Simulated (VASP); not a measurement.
# Fe (Pm-3m) in VASP: notebook

Fe is run at these levels: BLYP; tasks: single point.

All numbers are computed with VASP 6.6.1; they aren't measurements. Logs are shortened: lines on timing, memory, paths and dates and some standing lists are left out, and cuts for length are marked.

### Step 1. The cell of the first run

It takes space group Pm-3m (No. 221, cubic). The conventional cell has a = 2.410 Å, b = 2.410 Å, c = 2.410 Å, α = 90.00°, β = 90.00°, γ = 90.00°. Fe (site symmetry m-3m) has 6 Fe at 2.41 Å within 3.2 Å.

This isn't the form of Fe at room conditions, which is bcc.

### Step 2. Single point, BLYP, collinear spin, antiferromagnetic start

INCAR reads:

```
PREC = Accurate ; ENCUT = 520
EDIFF = 1E-7 ; ISMEAR = -1
SIGMA = 0.05 ; LREAL = False
LASPH = True ; NELM = 150
ALGO = Normal ; ISIF = 2
LWAVE = False ; LCHARG = False
ISPIN = 2 ; MAGMOM = 2.5 -2.5
LORBIT = 11 ; LMAXMIX = 4
GGA = B5 ; ALDAX = 1.0
AGGAX = 1.0 ; AGGAC = 1.0
ALDAC = 0.0 ; NBANDS = 19
```

KPOINTS reads:

```
regular mesh
0
Gamma
  12 12 12
```

POSCAR reads:

```
Fe
1.0
    0.0000000000      2.4099017305      2.4099017305
    2.4099017305      0.0000000000      2.4099017305
    2.4099017305      2.4099017305      0.0000000000
Fe
2
Direct
    0.0000000000      0.0000000000      0.0000000000
    0.5000000000      0.5000000000      0.5000000000
```

Potentials or basis: VASP PAW PBE potentials, release 64 (Fe).

Launch:

```
$ cat potpaw_PBE.64/Fe/POTCAR > POTCAR
$ mpirun -np 1 vasp_std > vasp.out
```

OUTCAR:

```text
PREC = Accurate
   ENCUT = 520
   EDIFF = 1E-7
   ISMEAR = -1
   LREAL = False
   LASPH = True
   NELM = 150
   ISIF = 2
   ISPIN = 2
   LORBIT = 11
   GGA = B5

 ion  position               nearest neighbor table
   1  0.000  0.000  0.000-   2 2.41   2 2.41   2 2.41   2 2.41   2 2.41   2 2.41
   2  0.500  0.500  0.500-   1 2.41   1 2.41   1 2.41   1 2.41   1 2.41   1 2.41

  LATTYP: Found a face centered cubic cell.
 ALAT       =     4.8198034610

  Lattice vectors:

 A1 = (   0.0000000000,   2.4099017305,   2.4099017305)
 A2 = (   2.4099017305,   0.0000000000,   2.4099017305)
 A3 = (   2.4099017305,   2.4099017305,   0.0000000000)

Analysis of symmetry for initial positions (statically):
=====================================================================
 Subroutine PRICEL returns following result:

  LATTYP: Found a simple cubic cell.
 ALAT       =     2.4099017305

  Lattice vectors:

 A1 = (  -2.4099017305,   0.0000000000,   0.0000000000)
 A2 = (   0.0000000000,   0.0000000000,   2.4099017305)
 A3 = (   0.0000000000,   2.4099017305,   0.0000000000)

   2 primitive cells build up your supercell.

 Routine SETGRP: Setting up the symmetry group for a
 face centered cubic supercell.

 Subroutine GETGRP returns: Found 48 space group operations
 (whereof 48 operations were pure point group operations)
 out of a pool of 48 trial point group operations.

The static configuration has the point symmetry O_h .

Analysis of symmetry for dynamics (positions and initial velocities):
=====================================================================
 Subroutine PRICEL returns following result:

  LATTYP: Found a simple cubic cell.
 ALAT       =     2.4099017305

  Lattice vectors:

 A1 = (  -2.4099017305,   0.0000000000,   0.0000000000)
 A2 = (   0.0000000000,   0.0000000000,   2.4099017305)
 A3 = (   0.0000000000,   2.4099017305,   0.0000000000)

   2 primitive cells build up your supercell.

 Routine SETGRP: Setting up the symmetry group for a
 face centered cubic supercell.

 Subroutine GETGRP returns: Found 48 space group operations
 (whereof 48 operations were pure point group operations)
 out of a pool of 48 trial point group operations.

The dynamic configuration has the point symmetry O_h .

Analysis of structural, dynamic, and magnetic symmetry:
=====================================================================
 Subroutine PRICEL returns following result:

  LATTYP: Found a simple cubic cell.
 ALAT       =     2.4099017305

  Lattice vectors:

 A1 = (  -2.4099017305,   0.0000000000,   0.0000000000)
 A2 = (   0.0000000000,   0.0000000000,   2.4099017305)
 A3 = (   0.0000000000,   2.4099017305,   0.0000000000)

   2 primitive cells build up your supercell.

 Routine SETGRP: Setting up the symmetry group for a
 face centered cubic supercell.

 Subroutine GETGRP returns: Found 48 space group operations
 (whereof 48 operations were pure point group operations)
 out of a pool of 48 trial point group operations.

The overall configuration has the point symmetry O_h .

 Subroutine INISYM returns: Found 48 space group operations
 (whereof 48 operations are pure point group operations),
 and found     2 'primitive' translations

----------------------------------------------------------------------------------------

                                     Primitive cell

  volume of cell :      13.9958

  direct lattice vectors                    reciprocal lattice vectors
    -2.409901731  0.000000000  0.000000000    -0.414954679  0.000000000  0.000000000
     0.000000000  0.000000000  2.409901731     0.000000000  0.000000000  0.414954679
     0.000000000  2.409901731  0.000000000     0.000000000  0.414954679  0.000000000

  length of vectors
     2.409901731  2.409901731  2.409901731     0.414954679  0.414954679  0.414954679

  position of ions in fractional coordinates (direct lattice)
     0.000000000  0.000000000  0.000000000

  ion indices of the primitive-cell ions
   primitive index   ion index
                 1           1

----------------------------------------------------------------------------------------

 KPOINTS: regular mesh

Automatic generation of k-mesh.
 Grid dimensions read from file:
 generate k-points for:   12   12   12

 Generating k-lattice:

  Cartesian coordinates                     Fractional coordinates (reciprocal lattice)
    -0.017289778  0.017289778  0.017289778     0.083333333  0.000000000  0.000000000
     0.017289778 -0.017289778  0.017289778     0.000000000  0.083333333  0.000000000
     0.017289778  0.017289778 -0.017289778     0.000000000  0.000000000  0.083333333

  Length of vectors
     0.029946774  0.029946774  0.029946774

  Shift w.r.t. Gamma in fractional coordinates (k-lattice)
     0.000000000  0.000000000  0.000000000

 Subroutine IBZKPT returns following result:
 ===========================================

 Found     72 irreducible k-points:

 Following reciprocal coordinates:
            Coordinates               Weight
  0.000000  0.000000  0.000000      1.000000
  0.083333  0.000000  0.000000      8.000000
  0.166667  0.000000  0.000000      8.000000
  0.250000  0.000000  0.000000      8.000000
  0.333333  0.000000  0.000000      8.000000
  0.416667  0.000000  0.000000      8.000000
[... 16 lines left out ...]
  0.500000  0.166667  0.000000     24.000000
 -0.416667  0.166667  0.000000     24.000000
 [... further k-points ...]
   k-points           NKPTS =     72   k-points in BZ     NKDIM =     72   number of bands    NBANDS=     19
   number of dos      NEDOS =    301   number of ions     NIONS =      2
   total plane-waves  NPLWV =  21952
   dimension x,y,z NGX =    28 NGY =   28 NGZ =   28
   dimension x,y,z NGXF=    56 NGYF=   56 NGZF=   56
   ions per type =               2
   NGX,Y,Z   is equivalent  to a cutoff of  13.66, 13.66, 13.66 a.u.
   NGXF,Y,Z  is equivalent  to a cutoff of  27.32, 27.32, 27.32 a.u.
 SYSTEM =  unknown system
   PREC   = accura    normal or accurate (medium, high low for compatibility)
   ISTART =      0    job   : 0-new  1-cont  2-samecut
   ICHARG =      2    charge: 1-file 2-atom 10-const
   ISPIN  =      2    spin polarized calculation?
   LNONCOLLINEAR =      F non collinear calculations
   LSORBIT =      F    spin-orbit coupling
   LASPH  =      T    aspherical Exc in radial PAW
   ENCUT  =  520.0 eV  38.22 Ry    6.18 a.u.   6.34  6.34  6.34*2*pi/ulx,y,z
   NELM   =    150;   NELMIN=  2; NELMDL= -5     # of ELM steps
   EDIFF  = 0.1E-06   stopping-criterion for ELM
   LREAL  =      F    real-space projection
   EDIFFG = 0.1E-05   stopping-criterion for IOM
   NSW    =      0    number of steps for IOM
   IBRION =     -1    ionic relax: 0-MD 1-quasi-New 2-CG
   NFREE  =      0    steps in history (QN), initial steepest desc. (CG)
   ISIF   =      2    stress and relaxation
   ISYM   =      2    0-nonsym 1-usesym 2-fastsym
   POTIM  = 0.5000    time-step for ionic-motion
   TEBEG  =    0.0;   TEEND  =   0.0 temperature during run
   PSTRESS=    0.0 pullay stress
   NELECT =      16.0000    total number of electrons
   NUPDOWN=      -1.0000    fix difference up-down
   EMIN   =  10.00;   EMAX   =-10.00  energy-range for DOS
   EFERMI =   0.00;   METHOD = LEGACY
   ISMEAR =    -1;   SIGMA  =   0.05  broadening in eV -4-tet -1-fermi 0-gaus
   EFERMI_NEDOS =   21; number of points for ismear=-14 and -15
   IALGO  =     38    algorithm
   IMIX   =      4    mixing-type and parameters
     AMIX     =   0.40;   BMIX     =  1.00
     AMIX_MAG =   1.60;   BMIX_MAG =  1.00
  volume/ion in A,a.u.               =      14.00        94.45
  Fermi-wavevector in a.u.,A,eV,Ry     =   1.358643  2.567464 25.115157  1.845912
  Thomas-Fermi vector in A             =   2.485459
   LORBIT       =     11    0 simple, 1 ext, 2 COOP (PROOUT), +10 PAW based schemes
   GGA     = B5    functional components
   LHFCALC =     F    Hartree Fock is set to
   AEXX    =    0.0000 exact exchange contribution
   IVDW    =     0    specifies the selected vdW correction
   LEPSILON=     F    determine dielectric tensor
   LRPA    =     F    only Hartree local field effects (RPA)
 spin polarized calculation
  energy-cutoff  :      520.00
  volume of cell :       27.99
 maximum number of plane-waves:       769
 NGX is ok and might be reduce to    28
   NGX = 13   NGY = 13   NGZ = 13

 number of electron      16.0000007 magnetization      -0.0000000

 number of electron      16.0000007 magnetization       0.0000000

 Free energy of the ion-electron system (eV)
  ---------------------------------------------------
  ext. energy  EPLUGINS =         0.00000000
  ---------------------------------------------------
  free energy    TOTEN  =       -12.53389844 eV

  energy without entropy =      -12.49316397  energy(sigma->0) =      -12.51353121

 E-fermi :   5.0108     XC(G=0): -11.2805

 val. band max:        5.0088729863   @ k =   0.2500   0.0833   0.0000
 cond. band min:       5.0274170234   @ k =   0.4167   0.1667   0.0833
 fundamental gap:      0.0185440371
 Fermi energy:         5.0108380860

 spin component 1

 k-point     1 :       0.0000    0.0000    0.0000
  band No.  band energies     occupation
      1      -2.5657      1.00000
      2       1.4006      1.00000
      3       1.4007      1.00000
      4       1.5649      1.00000
      5       1.5649      1.00000
      6       1.5650      1.00000
[... 505 lines left out ...]
      6       3.2393      1.00000
[... 11 lines left out ...]
     18      23.8625      0.00000
     19      26.2181      0.00000

 [... further k-points ...]

 spin component 2

 k-point     1 :       0.0000    0.0000    0.0000
  band No.  band energies     occupation
      1      -2.5657      1.00000
      2       1.4006      1.00000
      3       1.4007      1.00000
      4       1.5649      1.00000
      5       1.5649      1.00000
      6       1.5650      1.00000
[... 505 lines left out ...]
      6       3.2393      1.00000
[... 11 lines left out ...]
     18      23.8625      0.00000
     19      26.2181      0.00000

 [... further k-points ...]

------------------------ aborting loop because EDIFF is reached ----------------------------------------

  FORCE on cell =-STRESS in cart. coord.  units (eV):
  Direction    XX          YY          ZZ          XY          YZ          ZX
  --------------------------------------------------------------------------------------
  -------------------------------------------------------------------------------------
  Total       -0.0676040     -0.0676040     -0.0676040     -0.0000000     -0.0000000     -0.0000000
  in kB       -3.8695002     -3.8695002     -3.8695002     -0.0000000     -0.0000000     -0.0000000
  external PRESSURE =      -3.8695002 kB  Pullay stress =       0.0000000 kB

 VOLUME and BASIS-vectors are now :
 -----------------------------------------------------------------------------
  energy-cutoff  :      520.00
  volume of cell :       27.99
      direct lattice vectors                 reciprocal lattice vectors
     0.000000000  2.409901731  2.409901731    -0.207477340  0.207477340  0.207477340
     2.409901731  0.000000000  2.409901731     0.207477340 -0.207477340  0.207477340
     2.409901731  2.409901731  0.000000000     0.207477340  0.207477340 -0.207477340

 POSITION                                       TOTAL-FORCE (eV/Angst)
 -----------------------------------------------------------------------------------
      0.00000      0.00000      0.00000         0.000000     -0.000000      0.000000
      2.40990      2.40990      2.40990        -0.000000      0.000000     -0.000000
 -----------------------------------------------------------------------------------
    total drift:                                0.000000      0.000000      0.000000

  FREE ENERGIE OF THE ION-ELECTRON SYSTEM (eV)
  ---------------------------------------------------
  free  energy   TOTEN  =       -12.5338984357 eV

  energy  without entropy=      -12.4931639744  energy(sigma->0) =      -12.51353121

 total charge

# of ion       s       p       d       tot
------------------------------------------
    1        0.494   0.407   6.226   7.126
    2        0.494   0.407   6.226   7.126
--------------------------------------------------
tot          0.987   0.814  12.452  14.253

 magnetization (x)

# of ion       s       p       d       tot
------------------------------------------
    1        0.052   0.028   2.133   2.213
    2       -0.052  -0.028  -2.133  -2.213
--------------------------------------------------
tot          0.000   0.000   0.000   0.000
```

It took 66 s on 1 thread of Intel Xeon 6975P-C (Granite Rapids), shared host; peak memory 0.2 GiB.

What came out:

* Free energy: -12.5339 eV
* Pressure: -0.4 GPa
* Band gap on the k mesh: zero (filled and empty bands overlap)
* Net moment: 0.00 μB per cell
* Site moments: Fe +2.21, -2.21 μB
* Valence electrons inside the program's atomic spheres: Fe 7.13

Levels at points of the mesh, in eV from the Fermi level:
Spin up:
```
           k point  band 5  band 6  band 7  band 8  band 9  band 10  band 11  band 12
(0.00, 0.00, 0.00)   -3.45   -3.45    0.60    0.60    0.61     1.21     1.21    11.07
(0.50, 0.00, 0.00)   -2.04   -2.04   -1.21   -1.21   -0.48     0.13     0.13     1.27
(0.50, 0.50, 0.00)   -2.06   -2.06   -1.04    0.43    0.43     0.57     1.16     4.13
```
Spin down:
| k point | band 5 | band 6 | band 7 | band 8 | band 9 | band 10 | band 11 | band 12 |
| --- | --- | --- | --- | --- | --- | --- | --- | --- |
| (0.00, 0.00, 0.00) | -3.45 | -3.45 | 0.60 | 0.60 | 0.61 | 1.21 | 1.21 | 11.07 |
| (0.50, 0.00, 0.00) | -2.04 | -2.04 | -1.21 | -1.21 | -0.48 | 0.13 | 0.13 | 1.27 |
| (0.50, 0.50, 0.00) | -2.06 | -2.06 | -1.04 | 0.43 | 0.43 | 0.57 | 1.16 | 4.13 |

Caveat: the antiferromagnetic order is the one typed at the start, and another may lie lower; the PAW data sets were made with another functional, which shifts forces and pressure a little.

### Step 3. Single point, BLYP, collinear spin, antiferromagnetic start (13.44 Å³/atom)

This run uses another cell than the first one, of 13.44 Å³/atom.

INCAR reads:

```
PREC = Accurate
ENCUT = 520
EDIFF = 1E-6
ISMEAR = -1
SIGMA = 0.05
LREAL = F
LASPH = T
NELM = 150
ALGO = Normal
ISIF = 2
LWAVE = F
LCHARG = T
ISPIN = 2
MAGMOM = 2.16 -2.16
LORBIT = 11
LMAXMIX = 4
GGA = B5
ALDAX = 1.0
AGGAX = 1.0
AGGAC = 1.0
ALDAC = 0.0
LELF = T
LVHAR = T
NBANDS = 19
```

KPOINTS reads:

```
regular mesh
0
Gamma
  13 13 13
```

POSCAR reads:

```
Fe
1.0
    0.0000000000      2.3773314982      2.3773314982
    2.3773314982      0.0000000000      2.3773314982
    2.3773314982      2.3773314982      0.0000000000
Fe
2
Direct
    0.0000000000      0.0000000000      0.0000000000
    0.5000000000      0.5000000000      0.5000000000
```

Potentials or basis: VASP PAW PBE potentials, release 64 (Fe).

Launch:

```
$ cat potpaw_PBE.64/Fe/POTCAR > POTCAR
$ mpirun -np 1 vasp_std > vasp.out
```

It took 62 s on 1 thread of Intel Xeon 6975P-C (Granite Rapids), shared host; peak memory 0.2 GiB.

It converged, with:

```yaml
Free_energy: -12.5239 eV
Pressure: 2.7 GPa
Band_gap_on_the_k_mesh: zero (filled and empty bands overlap)
Net_moment: 0.00 μB per cell
Site_moments: Fe +2.05, -2.05 μB
Valence_electrons_inside_the_program's_atomic_spheres: Fe 7.19
```

Levels at points of the mesh, in eV from the Fermi level:
Spin up:
| k point | band 6 | band 7 | band 8 | band 9 | band 10 | band 11 |
| --- | --- | --- | --- | --- | --- | --- |
| (0.00, 0.00, 0.00) | -3.50 | 0.64 | 0.64 | 0.64 | 1.35 | 1.35 |
Spin down:
| k point | band 5 | band 6 | band 7 | band 8 | band 9 | band 10 | band 11 | band 12 |
| --- | --- | --- | --- | --- | --- | --- | --- | --- |
| (0.00, 0.00, 0.00) | -3.50 | -3.50 | 0.64 | 0.64 | 0.64 | 1.35 | 1.35 | 11.54 |

Caveat: the antiferromagnetic order is the one typed at the start, and another may lie lower; the PAW data sets were made with another functional, which shifts forces and pressure a little.
